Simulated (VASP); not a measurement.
# TePt (P6_3/mmc) in VASP: a series of runs

The runs below take TePt through single point, with r2SCAN.

Program: VASP 6.6.1. These are calculated values, not measurements. Logs are shortened: lines on timing, memory, paths and dates and some standing lists are left out, and cuts for length are marked.

## Step 1: The cell of the first run

The structure is hexagonal, space group P6_3/mmc (No. 194). The conventional cell has a = 4.265 Å, b = 4.265 Å, c = 5.446 Å, α = 90.00°, β = 90.00°, γ = 120.00°. Within 3.7 Å of Te (site symmetry -6m2) lie 6 Pt at 2.81 Å and 6 Te at 3.67 Å. Within 3.6 Å of Pt (site symmetry -3m) lie 2 Pt at 2.72 Å and 6 Te at 2.81 Å.

## Step 2: Single point, r2SCAN (strain +0.0375 x Voigt [1, 1, 0, 0, 0, 0])

Contents of POSCAR:

```
TePt
1.0
    4.2651623046      0.0000000000      0.0000000000
   -2.1325811523      3.6937389071      0.0000000000
    0.0000000000      0.0000000000      5.4460000000
Te Pt
2 2
Direct
    0.3333333333      0.6666666667      0.2500000000
    0.6666666667      0.3333333333      0.7500000000
    0.0000000000      0.0000000000      0.0000000000
    0.0000000000      0.0000000000      0.5000000000
```

Contents of INCAR.step1:

```
  ALGO = Normal
  EDIFF = 1E-4
  ENCUT = 520
  GGA = PE
  ISMEAR = 0
  LASPH = True
  LCHARG = False
  LREAL = False
  LWAVE = True
  NBANDS = 24
  NELM = 60
  PREC = Accurate
  SIGMA = 0.15
```

Contents of INCAR.step2:

```
  ALGO = Normal
  EDIFF = 1E-7
  ENCUT = 520
  ISIF = 2
  ISMEAR = 0
  ISTART = 1
  LASPH = True
  LCHARG = False
  LMIXTAU = True
  LREAL = False
  LWAVE = False
  METAGGA = R2SCAN
  NBANDS = 24
  NELM = 60
  PREC = Accurate
  SIGMA = 0.15
```

Contents of KPOINTS:

```
k-points
0
Gamma
  12 12 10
```

Potentials or basis: VASP PAW PBE potentials, release 64 (Te, Pt).

The run is started by

```sh
> cat potpaw_PBE.64/Te/POTCAR potpaw_PBE.64/Pt/POTCAR > POTCAR
> cp INCAR.step1 INCAR
> mpirun -np 1 vasp_std > vasp.out
> cp INCAR.step2 INCAR
> mpirun -np 1 vasp_std > vasp.out
```

OUTCAR:

```text
EDIFF = 1E-7
   ENCUT = 520
   ISIF = 2
   ISMEAR = 0
   ISTART = 1
   LASPH = True
   LREAL = False
   METAGGA = R2SCAN
   NELM = 60
   PREC = Accurate

 ion  position               nearest neighbor table
   1  0.333  0.667  0.250-   3 2.81   4 2.81   3 2.81   4 2.81   3 2.81   4 2.81   2 3.67   2 3.67
                             2 3.67   2 3.67   2 3.67   2 3.67
   2  0.667  0.333  0.750-   3 2.81   4 2.81   3 2.81   4 2.81   3 2.81   4 2.81   1 3.67   1 3.67
                             1 3.67   1 3.67   1 3.67   1 3.67
   3  0.000  0.000  0.000-   4 2.72   4 2.72   1 2.81   2 2.81   2 2.81   1 2.81   2 2.81   1 2.81

   4  0.000  0.000  0.500-   3 2.72   3 2.72   1 2.81   2 2.81   2 2.81   1 2.81   2 2.81   1 2.81

  LATTYP: Found a hexagonal cell.
 ALAT       =     4.2651623046
 C/A-ratio  =     1.2768564503

  Lattice vectors:

 A1 = (   4.2651623046,   0.0000000000,   0.0000000000)
 A2 = (  -2.1325811523,   3.6937389071,   0.0000000000)
 A3 = (   0.0000000000,   0.0000000000,   5.4460000000)

Analysis of symmetry for initial positions (statically):
=====================================================================
 Subroutine PRICEL returns:
 Original cell was already a primitive cell.

 Routine SETGRP: Setting up the symmetry group for a
 hexagonal supercell.

 Subroutine GETGRP returns: Found 24 space group operations
 (whereof 12 operations were pure point group operations)
 out of a pool of 24 trial point group operations.

The static configuration has the point symmetry D_3d.
 The point group associated with its full space group is D_6h.

Analysis of symmetry for dynamics (positions and initial velocities):
=====================================================================
 Subroutine PRICEL returns:
 Original cell was already a primitive cell.

 Routine SETGRP: Setting up the symmetry group for a
 hexagonal supercell.

 Subroutine GETGRP returns: Found 24 space group operations
 (whereof 12 operations were pure point group operations)
 out of a pool of 24 trial point group operations.

The dynamic configuration has the point symmetry D_3d.
 The point group associated with its full space group is D_6h.

 Subroutine INISYM returns: Found 24 space group operations
 (whereof 12 operations are pure point group operations),
 and found     1 'primitive' translations

----------------------------------------------------------------------------------------

                                     Primitive cell

  volume of cell :      85.7984

  direct lattice vectors                    reciprocal lattice vectors
     4.265162305  0.000000000  0.000000000     0.234457666  0.135364197  0.000000000
    -2.132581152  3.693738907  0.000000000     0.000000000  0.270728393  0.000000000
     0.000000000  0.000000000  5.446000000     0.000000000  0.000000000  0.183621006

  length of vectors
     4.265162305  4.265162305  5.446000000     0.270728393  0.270728393  0.183621006

  position of ions in fractional coordinates (direct lattice)
     0.333333333  0.666666667  0.250000000
     0.666666667  0.333333333  0.750000000
     0.000000000  0.000000000  0.000000000
     0.000000000  0.000000000  0.500000000

  ion indices of the primitive-cell ions
   primitive index   ion index
                 1           1
                 2           2
                 3           3
                 4           4

----------------------------------------------------------------------------------------

 KPOINTS: k-points

Automatic generation of k-mesh.
 Grid dimensions read from file:
 generate k-points for:   12   12   10

 Generating k-lattice:

  Cartesian coordinates                     Fractional coordinates (reciprocal lattice)
     0.019538139  0.011280350  0.000000000     0.083333333 -0.000000000  0.000000000
     0.000000000  0.022560699  0.000000000     0.000000000  0.083333333  0.000000000
     0.000000000  0.000000000  0.018362101     0.000000000  0.000000000  0.100000000

  Length of vectors
     0.022560699  0.022560699  0.018362101

  Shift w.r.t. Gamma in fractional coordinates (k-lattice)
     0.000000000  0.000000000  0.000000000

 Subroutine IBZKPT returns following result:
 ===========================================

 Found    114 irreducible k-points:

 Following reciprocal coordinates:
            Coordinates               Weight
  0.000000  0.000000  0.000000      1.000000
  0.083333  0.000000  0.000000      6.000000
  0.166667  0.000000  0.000000      6.000000
  0.250000  0.000000  0.000000      6.000000
  0.333333  0.000000  0.000000      6.000000
  0.416667  0.000000  0.000000      6.000000
[... 16 lines left out ...]
  0.250000  0.000000  0.100000     12.000000
  0.333333  0.000000  0.100000     12.000000
 [... further k-points ...]
   k-points           NKPTS =    114   k-points in BZ     NKDIM =    114   number of bands    NBANDS=     24
   number of dos      NEDOS =    301   number of ions     NIONS =      4
   total plane-waves  NPLWV =  43008
   dimension x,y,z NGX =    32 NGY =   32 NGZ =   42
   dimension x,y,z NGXF=    64 NGYF=   64 NGZF=   84
   ions per type =               2   2
   NGX,Y,Z   is equivalent  to a cutoff of  12.47, 12.47, 12.82 a.u.
   NGXF,Y,Z  is equivalent  to a cutoff of  24.95, 24.95, 25.64 a.u.
 SYSTEM =  unknown system
   PREC   = accura    normal or accurate (medium, high low for compatibility)
   ISTART =      1    job   : 0-new  1-cont  2-samecut
   ICHARG =      0    charge: 1-file 2-atom 10-const
   ISPIN  =      1    spin polarized calculation?
   LNONCOLLINEAR =      F non collinear calculations
   LSORBIT =      F    spin-orbit coupling
   LASPH  =      T    aspherical Exc in radial PAW
   ENCUT  =  520.0 eV  38.22 Ry    6.18 a.u.   7.93  7.93 10.13*2*pi/ulx,y,z
   NELM   =     60;   NELMIN=  2; NELMDL=  0     # of ELM steps
   EDIFF  = 0.1E-06   stopping-criterion for ELM
   LREAL  =      F    real-space projection
   EDIFFG = 0.1E-05   stopping-criterion for IOM
   NSW    =      0    number of steps for IOM
   IBRION =     -1    ionic relax: 0-MD 1-quasi-New 2-CG
   NFREE  =      0    steps in history (QN), initial steepest desc. (CG)
   ISIF   =      2    stress and relaxation
   ISYM   =      2    0-nonsym 1-usesym 2-fastsym
   POTIM  = 0.5000    time-step for ionic-motion
   TEBEG  =    0.0;   TEEND  =   0.0 temperature during run
   PSTRESS=    0.0 pullay stress
   NELECT =      32.0000    total number of electrons
   NUPDOWN=      -1.0000    fix difference up-down
   EMIN   =  10.00;   EMAX   =-10.00  energy-range for DOS
   EFERMI =   0.00;   METHOD = LEGACY
   ISMEAR =     0;   SIGMA  =   0.15  broadening in eV -4-tet -1-fermi 0-gaus
   EFERMI_NEDOS =   21; number of points for ismear=-14 and -15
   IALGO  =     38    algorithm
   IMIX   =      4    mixing-type and parameters
     AMIX     =   0.40;   BMIX     =  1.00
     AMIX_MAG =   1.60;   BMIX_MAG =  1.00
  volume/ion in A,a.u.               =      21.45       144.75
  Fermi-wavevector in a.u.,A,eV,Ry     =   1.178415  2.226882 18.893901  1.388663
  Thomas-Fermi vector in A             =   2.314745
   LORBIT       =      0    0 simple, 1 ext, 2 COOP (PROOUT), +10 PAW based schemes
   METAGGA = R2SCAN    functional components
   LHFCALC =     F    Hartree Fock is set to
   AEXX    =    0.0000 exact exchange contribution
   IVDW    =     0    specifies the selected vdW correction
   LEPSILON=     F    determine dielectric tensor
   LRPA    =     F    only Hartree local field effects (RPA)
 non-spin polarized calculation
 Gauss-broadening in eV      SIGMA  =   0.15
  energy-cutoff  :      520.00
  volume of cell :       85.80
 maximum number of plane-waves:      2334
 NGX is ok and might be reduce to    32
   NGX = 15   NGY = 15   NGZ = 21

 number of electron      31.9999995 magnetization

 Free energy of the ion-electron system (eV)
  ---------------------------------------------------
  ext. energy  EPLUGINS =         0.00000000
  ---------------------------------------------------
  free energy    TOTEN  =      -154.59099575 eV

  energy without entropy =     -154.56745456  energy(sigma->0) =     -154.57922515

 E-fermi :   9.5226     XC(G=0): -11.9492

 val. band max:        9.4822164879   @ k =   0.1667   0.0833   0.1000
 cond. band min:       9.5270920709   @ k =   0.2500   0.1667   0.3000
 fundamental gap:      0.0448755830
 Fermi energy:         9.5226256790

 k-point     1 :       0.0000    0.0000    0.0000
  band No.  band energies     occupation
      1      -5.1059      2.00000
      2      -2.0966      2.00000
      3       2.0501      2.00000
      4       2.9947      2.00000
      5       2.9947      2.00000
      6       3.5985      2.00000
[... 16 lines left out ...]
     23      17.2321      0.00000
     24      17.2321      0.00000

 k-point     2 :       0.0833    0.0000    0.0000
  band No.  band energies     occupation
      1      -5.0351      2.00000
      2      -2.1497      2.00000
      3       2.1454      2.00000
      4       3.0218      2.00000
      5       3.1098      2.00000
      6       3.5595      2.00000
[... 16 lines left out ...]
     23      16.2053      0.00000
     24      16.8427      0.00000

 k-point     3 :       0.1667    0.0000    0.0000
  band No.  band energies     occupation
      1      -4.8279      2.00000
      2      -2.2915      2.00000
      3       2.4261      2.00000
      4       3.0934      2.00000
      5       3.3788      2.00000
      6       3.4419      2.00000
[... 16 lines left out ...]
     23      15.4894      0.00000
     24      16.0919      0.00000
[... 514 lines left out ...]
 k-point    23 :       0.2500    0.0000    0.1000
  band No.  band energies     occupation
      1      -4.4618      2.00000
      2      -2.5478      2.00000
      3       2.7526      2.00000
      4       3.0089      2.00000
      5       3.2209      2.00000
      6       4.0938      2.00000
[... 16 lines left out ...]
     23      16.1754      0.00000
     24      16.5913      0.00000

 k-point    24 :       0.3333    0.0000    0.1000
  band No.  band energies     occupation
      1      -4.0581      2.00000
      2      -2.7351      2.00000
      3       2.2540      2.00000
      4       3.2456      2.00000
      5       3.2842      2.00000
      6       4.0793      2.00000
[... 16 lines left out ...]
     23      16.2753      0.00000
     24      17.6452      0.00000

 [... further k-points ...]

------------------------ aborting loop because EDIFF is reached ----------------------------------------

  FORCE on cell =-STRESS in cart. coord.  units (eV):
  Direction    XX          YY          ZZ          XY          YZ          ZX
  --------------------------------------------------------------------------------------
  -------------------------------------------------------------------------------------
  Total        0.8249387      0.8249387      3.3773514     -0.0000000      0.0000000      0.0000000
  in kB       15.4046861     15.4046861     63.0677638     -0.0000000      0.0000000      0.0000000
  external PRESSURE =      31.2923787 kB  Pullay stress =       0.0000000 kB

 VOLUME and BASIS-vectors are now :
 -----------------------------------------------------------------------------
  energy-cutoff  :      520.00
  volume of cell :       85.80
      direct lattice vectors                 reciprocal lattice vectors
     4.265162305  0.000000000  0.000000000     0.234457666  0.135364197  0.000000000
    -2.132581152  3.693738907  0.000000000     0.000000000  0.270728393  0.000000000
     0.000000000  0.000000000  5.446000000     0.000000000  0.000000000  0.183621006

 POSITION                                       TOTAL-FORCE (eV/Angst)
 -----------------------------------------------------------------------------------
     -0.00000      2.46249      1.36150         0.000000     -0.000000      0.000000
      2.13258      1.23125      4.08450        -0.000000      0.000000      0.000000
      0.00000      0.00000      0.00000         0.000000      0.000000      0.000000
      0.00000      0.00000      2.72300         0.000000      0.000000      0.000000
 -----------------------------------------------------------------------------------
    total drift:                               -0.000000      0.000000      0.000000

  FREE ENERGIE OF THE ION-ELECTRON SYSTEM (eV)
  ---------------------------------------------------
  free  energy   TOTEN  =      -154.5909957459 eV

  energy  without entropy=     -154.5674545591  energy(sigma->0) =     -154.57922515
```

It took 10 min on 1 thread of AMD EPYC 9R45 (Zen 5), shared host; peak memory 0.33 GiB.

Results:

| Quantity | Value |
| --- | --- |
| Free energy | -154.5910 eV |
| Pressure | 3.1 GPa |
| Band gap on the k mesh | zero (bands 16 and 17 overlap by 1.40 eV) |

Caveat: the cell differs from its parent crystal (strain +0.0375 x Voigt [1, 1, 0, 0, 0, 0]); the cell stands under pressure; the PAW data sets were made with another functional, which shifts forces and pressure a little; spin-orbit coupling is left out, which moves the levels of the heavy elements.

## Step 3: Single point, r2SCAN (strain +0.0750 x Voigt [1, 1, 0, 0, 0, 0])

POSCAR: that of step 2 with these lines changed.

```diff
@@ -2,4 +2,4 @@
 1.0
-    4.2651623046      0.0000000000      0.0000000000
-   -2.1325811523      3.6937389071      0.0000000000
+    4.4193247976      0.0000000000      0.0000000000
+   -2.2096623988      3.8272475423      0.0000000000
     0.0000000000      0.0000000000      5.4460000000
```

Contents of INCAR.step1:

```
ALGO = Normal
EDIFF = 1E-4
ENCUT = 520
GGA = PE
ISMEAR = 0
LASPH = True
LCHARG = False
LREAL = False
LWAVE = True
NBANDS = 24
NELM = 80
PREC = Accurate
SIGMA = 0.15
```

Contents of INCAR.step2:

```
ALGO = Normal
EDIFF = 1E-7
ENCUT = 520
ISIF = 2
ISMEAR = 0
ISTART = 1
LASPH = True
LCHARG = False
LMIXTAU = True
LREAL = False
LWAVE = False
METAGGA = R2SCAN
NBANDS = 24
NELM = 80
PREC = Accurate
SIGMA = 0.15
```

KPOINTS is that of step 2.

Potentials or basis: VASP PAW PBE potentials, release 64 (Te, Pt).

The run is started by

```sh
> cat potpaw_PBE.64/Te/POTCAR potpaw_PBE.64/Pt/POTCAR > POTCAR
> cp INCAR.step1 INCAR
> mpirun -np 1 vasp_std > vasp.out
> cp INCAR.step2 INCAR
> mpirun -np 1 vasp_std > vasp.out
```

It took 12 min on 1 thread of AMD EPYC 9R45 (Zen 5), shared host; peak memory 0.37 GiB.

It converged, with:

| Quantity | Value |
| --- | --- |
| Free energy | -154.4571 eV |
| Pressure | -5.1 GPa |
| Band gap on the k mesh | zero (bands 16 and 17 overlap by 1.51 eV) |

Stress tensor (GPa, compression positive):
```
-7.70  0.00  0.00
 0.00 -7.70  0.00
 0.00  0.00  0.19
```

Levels at points of the mesh, in eV from the Fermi level:
```
           k point  band 12  band 13  band 14  band 15  band 16  band 17  band 18  band 19  band 20  band 21
(0.00, 0.00, 0.00)    -1.75    -1.50    -1.50     0.26     0.99     1.23     1.86     1.86     1.99     4.86
(0.50, 0.00, 0.00)    -2.63    -2.34    -1.78    -1.62    -1.50     1.45     2.30     3.55     3.99     4.63
(0.00, 0.00, 0.50)    -3.16    -2.54    -2.54     0.88     0.88     0.88     0.88     3.59     3.59     5.63
(0.50, 0.00, 0.50)    -2.82    -2.78    -2.78    -0.42    -0.42     0.24     0.24     2.91     2.91     7.62
```

Caveat: the cell differs from its parent crystal (strain +0.0750 x Voigt [1, 1, 0, 0, 0, 0]); the stress differs along the axes, from -8 to 0 GPa; the PAW data sets were made with another functional, which shifts forces and pressure a little; spin-orbit coupling is left out, which moves the levels of the heavy elements.

The gap in the log of VASP goes by the Fermi energy; the results here count the filled bands.